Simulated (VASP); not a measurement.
# Zn3SeS2 (I-4m2) in VASP: single point with PBE

Aim: the single point of Zn3SeS2 with PBE.

Everything below comes from runs of VASP 6.6.1. Logs are shortened: lines on timing, memory, paths and dates and some standing lists are left out, and cuts for length are marked.

**1. The cell of the first run**

The structure is tetragonal, space group I-4m2 (No. 119). The conventional cell has a = 3.918 Å, b = 3.918 Å, c = 16.614 Å, α = 90.00°, β = 90.00°, γ = 90.00°. Zn (site symmetry 2mm) has 2 S at 2.37 Å and 2 Se at 2.46 Å within 3.1 Å. Zn (site symmetry -4m2) has 4 S at 2.37 Å within 3.1 Å. Within 3.2 Å of Se (site symmetry -4m2) lie 4 Zn at 2.46 Å. S (site symmetry 2mm) has 4 Zn at 2.37 Å within 3.1 Å.

**2. Single point, PBE**

Contents of INCAR:

```
PREC = Accurate
ENCUT = 520
EDIFF = 1E-6
ISMEAR = 0
SIGMA = 0.02
LREAL = False
LASPH = True
NELM = 60
ALGO = Normal
ISIF = 2
LWAVE = False
LCHARG = False
GGA = PE
NBANDS = 36
```

Contents of KPOINTS:

```
Automatic mesh
0
Gamma
  10 10 10
```

Contents of POSCAR:

```
Zn3SeS2
1.0
   -1.9587866395      1.9587866395      8.3070972713
    1.9587866395     -1.9587866395      8.3070972713
    1.9587866395      1.9587866395     -8.3070972713
Zn Se S
3 1 2
Direct
    0.5892876729      0.0892876729      0.5000000000
    0.2500000000      0.7500000000      0.5000000000
    0.9107123271      0.4107123271      0.5000000000
    0.5000000000      0.5000000000      0.0000000000
    0.8303468023      0.8303468023      0.0000000000
    0.1696531977      0.1696531977      0.0000000000
```

Potentials or basis: VASP PAW PBE potentials, release 64 (Zn, Se, S).

The run is started by

```sh
$ cat potpaw_PBE.64/Zn/POTCAR potpaw_PBE.64/Se/POTCAR potpaw_PBE.64/S/POTCAR > POTCAR
$ mpirun -np 1 vasp_std > vasp.out
```

OUTCAR:

```text
PREC = Accurate
   ENCUT = 520
   EDIFF = 1E-6
   ISMEAR = 0
   LREAL = False
   LASPH = True
   NELM = 60
   ISIF = 2
   GGA = PE

 ion  position               nearest neighbor table
   1  0.589  0.089  0.500-   6 2.37   6 2.37   4 2.46   4 2.46
   2  0.250  0.750  0.500-   6 2.37   5 2.37   5 2.37   6 2.37
   3  0.911  0.411  0.500-   5 2.37   5 2.37   4 2.46   4 2.46
   4  0.500  0.500  0.000-   1 2.46   3 2.46   1 2.46   3 2.46
   5  0.830  0.830  0.000-   2 2.37   2 2.37   3 2.37   3 2.37
   6  0.170  0.170  0.000-   2 2.37   2 2.37   1 2.37   1 2.37

  LATTYP: Found a body centered tetragonal cell.
 ALAT       =     3.9175732790
 C/A-ratio  =     4.2409403371

  Lattice vectors:

 A1 = (  -1.9587866395,   1.9587866395,   8.3070972713)
 A2 = (   1.9587866395,  -1.9587866395,   8.3070972713)
 A3 = (   1.9587866395,   1.9587866395,  -8.3070972713)

Analysis of symmetry for initial positions (statically):
=====================================================================
 Subroutine PRICEL returns:
 Original cell was already a primitive cell.

 Routine SETGRP: Setting up the symmetry group for a
 body centered tetragonal supercell.

 Subroutine GETGRP returns: Found  8 space group operations
 (whereof  8 operations were pure point group operations)
 out of a pool of 16 trial point group operations.

The static configuration has the point symmetry D_2d.

Analysis of symmetry for dynamics (positions and initial velocities):
=====================================================================
 Subroutine PRICEL returns:
 Original cell was already a primitive cell.

 Routine SETGRP: Setting up the symmetry group for a
 body centered tetragonal supercell.

 Subroutine GETGRP returns: Found  8 space group operations
 (whereof  8 operations were pure point group operations)
 out of a pool of 16 trial point group operations.

The dynamic configuration has the point symmetry D_2d.

 Subroutine INISYM returns: Found  8 space group operations
 (whereof  8 operations are pure point group operations),
 and found     1 'primitive' translations

----------------------------------------------------------------------------------------

                                     Primitive cell

  volume of cell :     127.4922

  direct lattice vectors                    reciprocal lattice vectors
[... 97 lines left out ...]
   EDIFFG = 0.1E-04   stopping-criterion for IOM
   NSW    =      0    number of steps for IOM
   IBRION =     -1    ionic relax: 0-MD 1-quasi-New 2-CG
   NFREE  =      0    steps in history (QN), initial steepest desc. (CG)
   ISIF   =      2    stress and relaxation
   ISYM   =      2    0-nonsym 1-usesym 2-fastsym
   POTIM  = 0.5000    time-step for ionic-motion
   TEBEG  =    0.0;   TEEND  =   0.0 temperature during run
   PSTRESS=    0.0 pullay stress
   NELECT =      54.0000    total number of electrons
   NUPDOWN=      -1.0000    fix difference up-down
   EMIN   =  10.00;   EMAX   =-10.00  energy-range for DOS
   EFERMI =   0.00;   METHOD = LEGACY
   ISMEAR =     0;   SIGMA  =   0.02  broadening in eV -4-tet -1-fermi 0-gaus
   EFERMI_NEDOS =   21; number of points for ismear=-14 and -15
   IALGO  =     38    algorithm
   IMIX   =      4    mixing-type and parameters
     AMIX     =   0.40;   BMIX     =  1.00
     AMIX_MAG =   1.60;   BMIX_MAG =  1.00
  volume/ion in A,a.u.               =      21.25       143.39
  Fermi-wavevector in a.u.,A,eV,Ry     =   1.229452  2.323327 20.565915  1.511552
  Thomas-Fermi vector in A             =   2.364339
   LORBIT       =      0    0 simple, 1 ext, 2 COOP (PROOUT), +10 PAW based schemes
   GGA     = PE    functional components
   LHFCALC =     F    Hartree Fock is set to
   AEXX    =    0.0000 exact exchange contribution
   IVDW    =     0    specifies the selected vdW correction
   LEPSILON=     F    determine dielectric tensor
   LRPA    =     F    only Hartree local field effects (RPA)
 non-spin polarized calculation
 Gauss-broadening in eV      SIGMA  =   0.02
  energy-cutoff  :      520.00
  volume of cell :      127.49
 maximum number of plane-waves:      3470
 NGX is ok and might be reduce to    70
   NGX = 33   NGY = 33   NGZ = 33

 number of electron      54.0000007 magnetization

 Free energy of the ion-electron system (eV)
  ---------------------------------------------------
  ext. energy  EPLUGINS =         0.00000000
  ---------------------------------------------------
  free energy    TOTEN  =       -19.68717571 eV

  energy without entropy =      -19.68717571  energy(sigma->0) =      -19.68717571

 E-fermi :   1.8871     XC(G=0):  -9.4076

 val. band max:        1.7667938417   @ k =   0.0000   0.0000   0.0000
 cond. band min:       3.3958930842   @ k =   0.0000   0.0000   0.0000
 fundamental gap:      1.6290992425
 Fermi energy:         1.8871275309

 k-point     1 :       0.0000    0.0000    0.0000
  band No.  band energies     occupation
      1     -11.3070      2.00000
      2     -10.5112      2.00000
      3     -10.5023      2.00000
      4      -4.6527      2.00000
      5      -4.6492      2.00000
      6      -4.6291      2.00000
[... 925 lines left out ...]
     35       9.3189      0.00000
     36      10.0016      0.00000

 [... further k-points ...]

------------------------ aborting loop because EDIFF is reached ----------------------------------------

  FORCE on cell =-STRESS in cart. coord.  units (eV):
  Direction    XX          YY          ZZ          XY          YZ          ZX
  --------------------------------------------------------------------------------------
  -------------------------------------------------------------------------------------
  Total        0.1400543      0.1400543      0.1393472      0.0000000      0.0000000      0.0000000
  in kB        1.7600434      1.7600434      1.7511581      0.0000000      0.0000000      0.0000000
  external PRESSURE =       1.7570817 kB  Pullay stress =       0.0000000 kB

 VOLUME and BASIS-vectors are now :
 -----------------------------------------------------------------------------
  energy-cutoff  :      520.00
  volume of cell :      127.49
      direct lattice vectors                 reciprocal lattice vectors
    -1.958786639  1.958786639  8.307097271     0.000000000  0.255260062  0.060189496
     1.958786639 -1.958786639  8.307097271     0.255260062  0.000000000  0.060189496
     1.958786639  1.958786639 -8.307097271     0.255260062  0.255260062  0.000000000

 POSITION                                       TOTAL-FORCE (eV/Angst)
 -----------------------------------------------------------------------------------
      0.00000      1.95879      1.48344        -0.000000      0.000000      0.005183
      1.95879     -0.00000      4.15355        -0.000000      0.000000      0.000000
      0.00000      1.95879      6.82365         0.000000      0.000000     -0.005183
      0.00000      0.00000      8.30710        -0.000000      0.000000      0.000000
      0.00000      0.00000     13.79554         0.000000     -0.000000     -0.001546
      0.00000      0.00000      2.81865         0.000000     -0.000000      0.001546
 -----------------------------------------------------------------------------------
    total drift:                               -0.000000      0.000000      0.000000

  FREE ENERGIE OF THE ION-ELECTRON SYSTEM (eV)
  ---------------------------------------------------
  free  energy   TOTEN  =       -19.6871757110 eV

  energy  without entropy=      -19.6871757110  energy(sigma->0) =      -19.68717571
```

OSZICAR:

```text
N       E                     dE             d eps       ncg     rms          rms(c)
DAV:   1     0.405822591788E+03    0.40582E+03   -0.24914E+04  7344   0.176E+03
DAV:   2     0.277717674450E+02   -0.37805E+03   -0.36372E+03  7424   0.392E+02
DAV:   3    -0.191158359391E+02   -0.46888E+02   -0.46293E+02  8340   0.133E+02
DAV:   4    -0.208143670071E+02   -0.16985E+01   -0.16925E+01  8752   0.251E+01
DAV:   5    -0.208374261921E+02   -0.23059E-01   -0.23049E-01  8744   0.291E+00    0.103E+01
DAV:   6    -0.196856397319E+02    0.11518E+01   -0.24245E+00 10744   0.368E+01    0.794E+00
DAV:   7    -0.197010227311E+02   -0.15383E-01   -0.20664E+00  8140   0.678E+00    0.338E+00
DAV:   8    -0.196855855363E+02    0.15437E-01   -0.88190E-02  9536   0.343E+00    0.108E+00
DAV:   9    -0.196867911354E+02   -0.12056E-02   -0.23703E-02  9764   0.217E+00    0.388E-01
DAV:  10    -0.196868222694E+02   -0.31134E-04   -0.18596E-03 10032   0.846E-01    0.222E-01
DAV:  11    -0.196869886801E+02   -0.16641E-03   -0.46697E-04  9232   0.181E-01    0.104E-01
DAV:  12    -0.196871607422E+02   -0.17206E-03   -0.20782E-04  7980   0.195E-01    0.252E-02
DAV:  13    -0.196871709310E+02   -0.10189E-04   -0.27434E-05  9032   0.399E-02    0.199E-02
DAV:  14    -0.196871752614E+02   -0.43304E-05   -0.11479E-05  7860   0.184E-02    0.440E-03
DAV:  15    -0.196871757110E+02   -0.44959E-06   -0.16769E-06  7324   0.153E-02
   1 F= -.19687176E+02 E0= -.19687176E+02  d E =-.428243E-20
```

Wall time 68 min (1 thread of Oxide Virtual Turin-like, shared host); peak memory 0.88 GiB.

Results:

```
Free energy            : -19.6872 eV
Pressure               : 0.2 GPa
Largest force          : 0.005 eV/Å
Band gap on the k mesh : 1.63 eV
```

Forces in eV/Å, atoms in the order of the input:
```
Zn   0.000  0.000  0.005
Zn   0.000  0.000  0.000
Zn   0.000  0.000 -0.005
Se   0.000  0.000  0.000
S    0.000  0.000 -0.002
S    0.000  0.000  0.002
```

A k mesh can miss the band edges.
